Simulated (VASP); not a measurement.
NbSnTe4: single point with PBE

The system is NbSnTe4.

```
CELL_PARAMETERS angstrom
4.40925 0.00000 0.00000
0.00000 4.40925 0.00000
0.00000 0.00000 7.59995
ATOMIC_POSITIONS crystal
Nb 0.00000 0.00000 0.00000
Sn 0.50000 0.50000 0.50000
Te 0.50000 0.00000 0.00000
Te 0.00000 0.50000 0.00000
Te 0.00000 0.00000 0.27700
Te 0.00000 0.00000 0.72300
```

* Program: VASP 6.6.1
* Task: single point
* Functional: PBE
* Potentials or basis: VASP PAW PBE potentials, release 64 (Nb_sv, Sn_d, Te)
* Cutoff: 520 eV
* k mesh: 4 × 4 × 2
* Occupations: gaussian, width 0.1 eV
* Spin: no spin polarisation

* Pressure: 69.9 GPa
* Largest force: 18.507 eV/Å

Forces in eV/Å, atoms in the order of the input:
```
Nb    0.000   0.000   0.000
Sn    0.000   0.000   0.000
Te    0.000   0.000   0.000
Te    0.000   0.000   0.000
Te    0.000   0.000  18.507
Te    0.000   0.000 -18.507
```

Stress tensor (GPa, compression positive):
```
62.96  0.00  0.00
 0.00 62.96  0.00
 0.00  0.00 83.92
```

Levels at points of the mesh, in eV from the Fermi level:
```tsv
k point	band 24	band 25	band 26	band 27	band 28	band 29
(0.00, 0.00, 0.00)	-2.14	-0.45	0.95	0.95	1.44	1.44
(0.50, 0.00, 0.00)	-1.36	0.23	0.51	0.99	1.08	1.66
(0.50, 0.50, 0.00)	0.06	0.06	0.09	1.06	1.60	1.60
(0.00, 0.00, 0.50)	-1.39	-0.52	-0.52	0.25	0.32	1.90
(0.50, 0.00, 0.50)	-1.74	0.66	0.74	0.80	0.96	1.60
(0.50, 0.50, 0.50)	-2.62	-2.62	-0.33	1.51	1.92	1.92
```

Wall time 60 s on 1 thread of Intel(R) Xeon(R) Platinum 8488C (Sapphire Rapids), with other jobs on the host, peak memory 0.29 GiB.

Caveat: the k points lie up to 0.41 Å⁻¹ apart; spin-orbit coupling is left out, which moves the levels of the heavy elements; forces of over 1 eV/Å act on the atoms, so gaps and moduli don't describe the material at rest.
